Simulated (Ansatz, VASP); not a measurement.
C: VASP beside Ansatz

```
C
1.0
     2.46651    0.00000    0.00000
    -1.23326    2.13606    0.00000
     0.00000    0.00000    8.52969
C
4
Direct
  0.00000 0.00000 0.25000
  0.00000 0.00000 0.75000
  0.33333 0.66667 0.25000
  0.66667 0.33333 0.75000
```

Alike in both runs: task relaxation of cell and atoms; functional PBE; k mesh 21 × 21 × 6; occupations gaussian, width 0.1 eV; no spin polarisation.

```csv
,VASP,Ansatz
version,VASP 6.6.1,Ansatz 0.2.0
potentials or method,"VASP PAW PBE potentials, release 64 (C), cutoff 600 eV","scalar-relativistic, plane waves, PAW"
valence electrons in the cell,16,16
```

Ansatz gave:

```
gap on the k mesh at the Fermi level, each at its own relaxed structure (eV) : none
relaxed volume (Å³/atom)                                                     : 11.23
relaxed length of the cell vector where the two differ most in proportion (Å)              : 8.530
```

Which values does VASP return?

gap on the k mesh at the Fermi level, each at its own relaxed structure (eV): none; relaxed volume (Å³/atom): 10.49; relaxed length of the cell vector where the two differ most in proportion (Å): 7.964.

A gap of «none» marks a metal or a gap that the smearing closes. One of these differences is far larger than is usual between the two programs; its cause wasn't traced.
